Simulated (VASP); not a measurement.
Here is a VASP 6.6.1 calculation.

Contents of POSCAR:

```
W
1.0
    0.0000000000      2.0300000000      2.0300000000
    2.0300000000      0.0000000000      2.0300000000
    2.0300000000      2.0300000000      0.0000000000
W
1
Direct
    0.0000000000      0.0000000000      0.0000000000
```

INCAR.step1

```
  PREC = Accurate
  ENCUT = 520
  ISMEAR = 1
  SIGMA = 0.05
  LREAL = False
  LASPH = True
  NELM = 100
  NBANDS = 13
  GGA = PE
  ALGO = Normal
  EDIFF = 1E-4
  LWAVE = True
  LCHARG = False
```

INCAR.step2

```
  PREC = Accurate
  ENCUT = 520
  EDIFF = 1E-7
  ISMEAR = 1
  SIGMA = 0.05
  LREAL = False
  LASPH = True
  NELM = 100
  ALGO = Normal
  ISIF = 2
  LWAVE = False
  LCHARG = False
  METAGGA = R2SCAN
  LMIXTAU = True
  NBANDS = 13
  ISTART = 1
```

Contents of KPOINTS:

```
Automatic mesh
0
Gamma
  5 5 5
```

Potentials or basis: VASP PAW PBE potentials, release 64 (W_sv).

The run is started by

```bash
$ cat potpaw_PBE.64/W_sv/POTCAR > POTCAR
$ cp INCAR.step1 INCAR
$ mpirun -np 1 vasp_std > vasp.out
$ cp INCAR.step2 INCAR
$ mpirun -np 1 vasp_std > vasp.out
```

(1) Estimate the pressure.

(2) Predict the band gap on the k mesh.

## Answers

(1) -7.4 GPa.

(2) zero (band 7 reaches 11.51 eV, above the bottom of band 8 at 9.50 eV).

Caveat: the k points lie up to 0.54 Å⁻¹ apart; the PAW data sets were made with another functional, which shifts forces and pressure a little; spin-orbit coupling is left out, which moves the levels of the heavy elements.
